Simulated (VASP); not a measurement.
# Cl (P6/mmm) in VASP: further runs

The runs below take Cl through single point, relaxation of cell and atoms, with PBEsol.

Program: VASP 6.6.1. These are calculated values, not measurements. Logs are shortened: lines on timing, memory, paths and dates and some standing lists are left out, and cuts for length are marked.

**1. The cell of the first run**

Symmetry: P6/mmm, No. 191, hexagonal system. Conventional cell: a = 3.658 Å, b = 3.658 Å, c = 2.258 Å, α = 90.00°, β = 90.00°, γ = 120.00°. Within 3.0 Å of Cl (site symmetry 6/mmm) lie 2 Cl at 2.26 Å.

**2. Single point, PBEsol**

File INCAR:

```
PREC = Accurate
ENCUT = 520
EDIFF = 1E-7
ISMEAR = 0
SIGMA = 0.02
LREAL = F
LASPH = T
NELM = 100
ALGO = Normal
ISIF = 2
LWAVE = F
LCHARG = F
GGA = PS
NBANDS = 10
```

File KPOINTS:

```
regular mesh
0
Gamma
  9 9 12
```

File POSCAR:

```
Cl
1.0
    3.6577471231      0.0000000000      0.0000000000
   -1.8288735615      3.1677019292      0.0000000000
    0.0000000000      0.0000000000      2.2584030421
Cl
1
Direct
    0.0000000000      0.0000000000      0.0000000000
```

Potentials or basis: VASP PAW PBE potentials, release 64 (Cl).

Launch:

```console
$ cat potpaw_PBE.64/Cl/POTCAR > POTCAR
$ mpirun -np 1 vasp_std > vasp.out
```

OUTCAR:

```text
PREC = Accurate
   ENCUT = 520
   EDIFF = 1E-7
   ISMEAR = 0
   LREAL = F
   LASPH = T
   NELM = 100
   ISIF = 2
   GGA = PS

 ion  position               nearest neighbor table
   1  0.000  0.000  0.000-

  LATTYP: Found a hexagonal cell.
 ALAT       =     3.6577471231
 C/A-ratio  =     0.6174300645

  Lattice vectors:

 A1 = (   3.6577471231,   0.0000000000,   0.0000000000)
 A2 = (  -1.8288735615,   3.1677019292,   0.0000000000)
 A3 = (   0.0000000000,   0.0000000000,   2.2584030421)

Analysis of symmetry for initial positions (statically):
=====================================================================
 Subroutine PRICEL returns:
 Original cell was already a primitive cell.

 Routine SETGRP: Setting up the symmetry group for a
 hexagonal supercell.

 Subroutine GETGRP returns: Found 24 space group operations
 (whereof 24 operations were pure point group operations)
 out of a pool of 24 trial point group operations.

The static configuration has the point symmetry D_6h.

Analysis of symmetry for dynamics (positions and initial velocities):
=====================================================================
 Subroutine PRICEL returns:
 Original cell was already a primitive cell.

 Routine SETGRP: Setting up the symmetry group for a
 hexagonal supercell.

 Subroutine GETGRP returns: Found 24 space group operations
 (whereof 24 operations were pure point group operations)
 out of a pool of 24 trial point group operations.

The dynamic configuration has the point symmetry D_6h.

 Subroutine INISYM returns: Found 24 space group operations
 (whereof 24 operations are pure point group operations),
 and found     1 'primitive' translations

----------------------------------------------------------------------------------------

                                     Primitive cell

  volume of cell :      26.1673

  direct lattice vectors                    reciprocal lattice vectors
     3.657747123  0.000000000  0.000000000     0.273392328  0.157843134  0.000000000
    -1.828873562  3.167701929  0.000000000     0.000000000  0.315686268  0.000000000
     0.000000000  0.000000000  2.258403042     0.000000000  0.000000000  0.442790760

  length of vectors
     3.657747123  3.657747123  2.258403042     0.315686268  0.315686268  0.442790760

  position of ions in fractional coordinates (direct lattice)
     0.000000000  0.000000000  0.000000000

  ion indices of the primitive-cell ions
   primitive index   ion index
                 1           1

----------------------------------------------------------------------------------------

 KPOINTS: regular mesh

Automatic generation of k-mesh.
 Grid dimensions read from file:
 generate k-points for:    9    9   12

 Generating k-lattice:

  Cartesian coordinates                     Fractional coordinates (reciprocal lattice)
     0.030376925  0.017538126  0.000000000     0.111111111 -0.000000000  0.000000000
     0.000000000  0.035076252  0.000000000     0.000000000  0.111111111  0.000000000
     0.000000000  0.000000000  0.036899230     0.000000000  0.000000000  0.083333333

  Length of vectors
     0.035076252  0.035076252  0.036899230

  Shift w.r.t. Gamma in fractional coordinates (k-lattice)
     0.000000000  0.000000000  0.000000000

 Subroutine IBZKPT returns following result:
 ===========================================

 Found     84 irreducible k-points:

 Following reciprocal coordinates:
            Coordinates               Weight
  0.000000  0.000000  0.000000      1.000000
  0.111111  0.000000  0.000000      6.000000
  0.222222  0.000000  0.000000      6.000000
  0.333333  0.000000  0.000000      6.000000
  0.444444  0.000000  0.000000      6.000000
  0.111111  0.111111  0.000000      6.000000
[... 16 lines left out ...]
  0.333333  0.222222  0.083333     24.000000
  0.333333  0.333333  0.083333      4.000000
 [... further k-points ...]
   k-points           NKPTS =     84   k-points in BZ     NKDIM =     84   number of bands    NBANDS=     10
   number of dos      NEDOS =    301   number of ions     NIONS =      1
   total plane-waves  NPLWV =  14112
   dimension x,y,z NGX =    28 NGY =   28 NGZ =   18
   dimension x,y,z NGXF=    56 NGYF=   56 NGZF=   36
   ions per type =               1
   NGX,Y,Z   is equivalent  to a cutoff of  12.73, 12.73, 13.25 a.u.
   NGXF,Y,Z  is equivalent  to a cutoff of  25.45, 25.45, 26.50 a.u.
 SYSTEM =  unknown system
   PREC   = accura    normal or accurate (medium, high low for compatibility)
   ISTART =      0    job   : 0-new  1-cont  2-samecut
   ICHARG =      2    charge: 1-file 2-atom 10-const
   ISPIN  =      1    spin polarized calculation?
   LNONCOLLINEAR =      F non collinear calculations
   LSORBIT =      F    spin-orbit coupling
   LASPH  =      T    aspherical Exc in radial PAW
   ENCUT  =  520.0 eV  38.22 Ry    6.18 a.u.   6.80  6.80  4.20*2*pi/ulx,y,z
   NELM   =    100;   NELMIN=  2; NELMDL= -5     # of ELM steps
   EDIFF  = 0.1E-06   stopping-criterion for ELM
   LREAL  =      F    real-space projection
   EDIFFG = 0.1E-05   stopping-criterion for IOM
   NSW    =      0    number of steps for IOM
   IBRION =     -1    ionic relax: 0-MD 1-quasi-New 2-CG
   NFREE  =      0    steps in history (QN), initial steepest desc. (CG)
   ISIF   =      2    stress and relaxation
   ISYM   =      2    0-nonsym 1-usesym 2-fastsym
   POTIM  = 0.5000    time-step for ionic-motion
   TEBEG  =    0.0;   TEEND  =   0.0 temperature during run
   PSTRESS=    0.0 pullay stress
   NELECT =       7.0000    total number of electrons
   NUPDOWN=      -1.0000    fix difference up-down
   EMIN   =  10.00;   EMAX   =-10.00  energy-range for DOS
   EFERMI =   0.00;   METHOD = LEGACY
   ISMEAR =     0;   SIGMA  =   0.02  broadening in eV -4-tet -1-fermi 0-gaus
   EFERMI_NEDOS =   21; number of points for ismear=-14 and -15
   IALGO  =     38    algorithm
   IMIX   =      4    mixing-type and parameters
     AMIX     =   0.40;   BMIX     =  1.00
     AMIX_MAG =   1.60;   BMIX_MAG =  1.00
  volume/ion in A,a.u.               =      26.17       176.59
  Fermi-wavevector in a.u.,A,eV,Ry     =   1.054843  1.993364 15.139109  1.112693
  Thomas-Fermi vector in A             =   2.190018
   LORBIT       =      0    0 simple, 1 ext, 2 COOP (PROOUT), +10 PAW based schemes
   GGA     = PS    functional components
   LHFCALC =     F    Hartree Fock is set to
   AEXX    =    0.0000 exact exchange contribution
   IVDW    =     0    specifies the selected vdW correction
   LEPSILON=     F    determine dielectric tensor
   LRPA    =     F    only Hartree local field effects (RPA)
 non-spin polarized calculation
 Gauss-broadening in eV      SIGMA  =   0.02
  energy-cutoff  :      520.00
  volume of cell :       26.17
 maximum number of plane-waves:       723
 NGX is ok and might be reduce to    28
   NGX = 13   NGY = 13   NGZ =  9

 number of electron       7.0000001 magnetization

 Free energy of the ion-electron system (eV)
  ---------------------------------------------------
  ext. energy  EPLUGINS =         0.00000000
  ---------------------------------------------------
  free energy    TOTEN  =        -1.87925889 eV

  energy without entropy =       -1.87909207  energy(sigma->0) =       -1.87917548

 E-fermi :   0.3038     XC(G=0):  -8.3768

 val. band max:        0.2918447687   @ k =   0.4444   0.1111   0.5000
 cond. band min:       0.3336239471   @ k =   0.3333   0.1111   0.5000
 fundamental gap:      0.0417791785
 Fermi energy:         0.3037945401

 k-point     1 :       0.0000    0.0000    0.0000
  band No.  band energies     occupation
      1     -16.2724      2.00000
      2      -2.1053      2.00000
      3      -2.1053      2.00000
      4       5.2249      0.00000
      5       5.9003      0.00000
      6      11.3288      0.00000
      7      11.3288      0.00000
      8      14.9994      0.00000
      9      16.1226      0.00000
     10      24.8389      0.00000

 k-point     2 :       0.1111    0.0000    0.0000
  band No.  band energies     occupation
      1     -16.2404      2.00000
      2      -2.3850      2.00000
      3      -2.1574      2.00000
      4       5.2340      0.00000
      5       6.3624      0.00000
      6      10.7765      0.00000
      7      11.6733      0.00000
      8      15.0142      0.00000
      9      17.2162      0.00000
     10      24.7948      0.00000

 k-point     3 :       0.2222    0.0000    0.0000
  band No.  band energies     occupation
      1     -16.1574      2.00000
      2      -3.0077      2.00000
      3      -2.2849      2.00000
      4       5.2573      0.00000
      5       7.3488      0.00000
      6      10.1165      0.00000
      7      12.6664      0.00000
      8      15.0268      0.00000
      9      19.6428      0.00000
     10      24.1993      0.00000

 k-point     4 :       0.3333    0.0000    0.0000
  band No.  band energies     occupation
      1     -16.0597      2.00000
      2      -3.6170      2.00000
      3      -2.4227      2.00000
      4       5.2840      0.00000
      5       7.7399      0.00000
      6      10.7186      0.00000
      7      14.1921      0.00000
      8      14.9216      0.00000
      9      21.3910      0.00000
     10      22.0170      0.00000

 k-point     5 :       0.4444    0.0000    0.0000
  band No.  band energies     occupation
      1     -15.9939      2.00000
      2      -3.9766      2.00000
      3      -2.5090      2.00000
      4       5.3016      0.00000
      5       7.5893      0.00000
      6      12.1557      0.00000
      7      14.5032      0.00000
      8      15.9370      0.00000
      9      19.6305      0.00000
     10      19.8035      0.00000

 k-point     6 :       0.1111    0.1111    0.0000
  band No.  band energies     occupation
      1     -16.1828      2.00000
      2      -2.8059      2.00000
      3      -2.2759      2.00000
      4       5.2503      0.00000
      5       7.1388      0.00000
      6      10.1236      0.00000
      7      12.3982      0.00000
      8      15.0290      0.00000
      9      18.9144      0.00000
     10      24.4605      0.00000

 k-point     7 :       0.2222    0.1111    0.0000
  band No.  band energies     occupation
      1     -16.0921      2.00000
      2      -3.3595      2.00000
      3      -2.4700      2.00000
      4       5.2753      0.00000
      5       8.0857      0.00000
      6       9.8304      0.00000
      7      13.7736      0.00000
      8      14.9894      0.00000
      9      21.3959      0.00000
     10      21.7566      0.00000

 k-point     8 :       0.3333    0.1111    0.0000
  band No.  band energies     occupation
      1     -16.0097      2.00000
      2      -3.7962      2.00000
      3      -2.6337      2.00000
      4       5.2974      0.00000
      5       8.1142      0.00000
      6      10.9928      0.00000
      7      14.6542      0.00000
      8      15.5925      0.00000
      9      19.3501      0.00000
     10      21.5765      0.00000

 k-point     9 :       0.4444    0.1111    0.0000
  band No.  band energies     occupation
      1     -15.9765      2.00000
      2      -3.9594      2.00000
      3      -2.6961      2.00000
      4       5.3062      0.00000
      5       7.9984      0.00000
      6      12.0330      0.00000
      7      14.1801      0.00000
      8      16.9497      0.00000
      9      18.1567      0.00000
     10      20.3660      0.00000
[... 118 lines left out ...]
 k-point    19 :       0.2222    0.1111    0.0833
  band No.  band energies     occupation
      1     -15.9217      2.00000
      2      -3.2093      2.00000
      3      -2.3298      2.00000
      4       4.0174      0.00000
      5       8.3089      0.00000
      6      10.0141      0.00000
      7      13.9448      0.00000
      8      16.2699      0.00000
      9      21.1469      0.00000
     10      21.5411      0.00000

 k-point    20 :       0.3333    0.1111    0.0833
  band No.  band energies     occupation
      1     -15.8396      2.00000
      2      -3.6424      2.00000
      3      -2.4917      2.00000
      4       4.0500      0.00000
      5       8.3249      0.00000
      6      11.1545      0.00000
      7      15.7083      0.00000
      8      15.8185      0.00000
      9      19.6030      0.00000
     10      20.9411      0.00000

 k-point    21 :       0.4444    0.1111    0.0833
  band No.  band energies     occupation
      1     -15.8065      2.00000
      2      -3.8043      2.00000
      3      -2.5534      2.00000
      4       4.0627      0.00000
      5       8.2067      0.00000
      6      12.1187      0.00000
      7      15.2523      0.00000
      8      17.0465      0.00000
      9      18.5224      0.00000
     10      20.2690      0.00000

 k-point    22 :       0.2222    0.2222    0.0833
  band No.  band energies     occupation
      1     -15.8459      2.00000
      2      -3.4809      2.00000
      3      -2.6557      2.00000
      4       4.0481      0.00000
      5       9.5607      0.00000
      6       9.6145      0.00000
      7      15.6915      0.00000
      8      15.8398      0.00000
      9      19.5453      0.00000
     10      21.2472      0.00000

 k-point    23 :       0.3333    0.2222    0.0833
  band No.  band energies     occupation
      1     -15.7953      2.00000
      2      -3.6060      2.00000
      3      -2.9121      2.00000
      4       4.0678      0.00000
      5       9.3462      0.00000
      6      10.9675      0.00000
      7      14.8363      0.00000
      8      17.5028      0.00000
      9      18.4408      0.00000
     10      20.3914      0.00000

 k-point    24 :       0.3333    0.3333    0.0833
  band No.  band energies     occupation
      1     -15.7777      2.00000
      2      -3.3384      2.00000
      3      -3.3384      2.00000
      4       4.0748      0.00000
      5      10.4412      0.00000
      6      10.4412      0.00000
      7      14.0749      0.00000
      8      17.9467      0.00000
      9      19.3235      0.00000
     10      19.3235      0.00000

 [... further k-points ...]
[... 5 lines left out ...]
  --------------------------------------------------------------------------------------
  -------------------------------------------------------------------------------------
  Total       -0.0155587     -0.0155587     -0.0242682     -0.0000000      0.0000000      0.0000000
  in kB       -0.9526292     -0.9526292     -1.4858965     -0.0000000      0.0000000      0.0000000
  external PRESSURE =      -1.1303850 kB  Pullay stress =       0.0000000 kB

 VOLUME and BASIS-vectors are now :
 -----------------------------------------------------------------------------
  energy-cutoff  :      520.00
  volume of cell :       26.17
      direct lattice vectors                 reciprocal lattice vectors
     3.657747123  0.000000000  0.000000000     0.273392328  0.157843134  0.000000000
    -1.828873562  3.167701929  0.000000000     0.000000000  0.315686268  0.000000000
     0.000000000  0.000000000  2.258403042     0.000000000  0.000000000  0.442790760

 POSITION                                       TOTAL-FORCE (eV/Angst)
 -----------------------------------------------------------------------------------
      0.00000      0.00000      0.00000         0.000000      0.000000      0.000000
 -----------------------------------------------------------------------------------
    total drift:                               -0.000000      0.000000     -0.000000

  FREE ENERGIE OF THE ION-ELECTRON SYSTEM (eV)
  ---------------------------------------------------
  free  energy   TOTEN  =        -1.8792588879 eV

  energy  without entropy=       -1.8790920674  energy(sigma->0) =       -1.87917548
```

Wall time 10 s (1 thread of AMD EPYC 9R45 (Zen 5), shared host); peak memory 0.11 GiB.

Results:

- Free energy: -1.8793 eV
- Pressure: -0.1 GPa

Caveat: the PAW data sets were made with another functional, which shifts forces and pressure a little; an odd number of electrons without spin polarisation forces a metal; a magnetic or distorted state may lie lower.

**3. Relaxation of cell and atoms, PBEsol**

This run uses another cell than the first one, of 32.45 Å³/atom, 1.240 times its volume.

File INCAR:

```
  ALGO = Normal
  EDIFF = 1E-7
  EDIFFG = -0.01
  ENCUT = 600
  GGA = PS
  IBRION = 2
  ISIF = 3
  ISMEAR = 0
  LASPH = T
  LCHARG = F
  LREAL = F
  LWAVE = F
  NELM = 100
  NSW = 100
  PREC = Accurate
  SIGMA = 0.02
```

File KPOINTS:

```
k-points
0
Gamma
  9 9 12
```

File POSCAR:

```
Cl
1.0
    4.1093344361      0.0000000000      0.0000000000
   -2.0546672180      3.5587880143      0.0000000000
    0.0000000000      0.0000000000      2.2186495178
Cl
1
Direct
    0.0000000000      0.0000000000      0.0000000000
```

Potentials or basis: VASP PAW PBE potentials, release 64 (Cl).

Launch:

```console
$ cat potpaw_PBE.64/Cl/POTCAR > POTCAR
$ mpirun -np 1 vasp_std > vasp.out
```

Run time: 2.2 min. Hardware: 1 thread of AMD EPYC 9R45 (Zen 5), shared host; peak memory 0.14 GiB.

It converged, with:

```yaml
Free_energy: -1.8797 eV
Relaxed_volume: 25.91 Å³/atom
Relaxed_cell: a = 3.641 Å, b = 3.641 Å, c = 2.257 Å, α = 90.00°, β = 90.00°, γ = 120.00°
Space_group_after_relaxing_to_0.05_Å: P6/mmm (No. 191)
Energy_gained_by_relaxing: 22.1 meV/atom
Ionic_steps: 15
Pressure_after_relaxing: 0.0 GPa
```

Step by step:
```tsv
step	energy change (eV)	largest force (eV/Å)	pressure (GPa)	volume (Å³)
1	0.0000	0.0000	1.17	32.45
2	0.0063	0.0000	-2.03	33.55
3	-0.0075	0.0000	-0.32	32.91
4	-0.0075	0.0000	-0.29	32.90
5	-0.0081	0.0000	-0.29	32.66
6	-0.0099	0.0000	-0.29	31.96
7	-0.0133	0.0000	-0.28	30.59
8	-0.0195	0.0000	-0.17	27.92
9	-0.0096	0.0000	1.24	22.97
10	-0.0214	0.0000	-0.07	26.91
11	-0.0220	0.0000	0.15	25.61
12	-0.0221	0.0000	0.07	26.03
13	-0.0221	0.0000	0.09	25.90
14	-0.0195	0.0000	-0.94	26.01
15	-0.0221	0.0000	0.02	25.91
```

Final structure:
```cif
data_structure
_symmetry_space_group_name_H-M 'P 1'
_symmetry_Int_Tables_number 1
_cell_length_a 3.6405
_cell_length_b 3.6405
_cell_length_c 2.2574
_cell_angle_alpha 90.000
_cell_angle_beta 90.000
_cell_angle_gamma 120.000
_cell_volume 25.91
loop_
_atom_site_label
_atom_site_type_symbol
_atom_site_fract_x
_atom_site_fract_y
_atom_site_fract_z
_atom_site_occupancy
Cl1 Cl 0.00000 0.00000 0.00000 1
```

Levels at points of the mesh, in eV from the Fermi level:
```tsv
k point	band 1	band 2	band 3	band 4	band 5	band 6
(0.00, 0.00, 0.00)	-16.61	-2.40	-2.40	4.92	5.60	11.04
(0.00, 0.00, 0.50)	-12.22	-7.33	0.38	0.38	11.34	11.34
```

Caveat: the volume moved by over 15 % at a fixed basis, so the end points are rough; the PAW data sets were made with another functional, which shifts forces and pressure a little; an odd number of electrons without spin polarisation forces a metal; a magnetic or distorted state may lie lower.
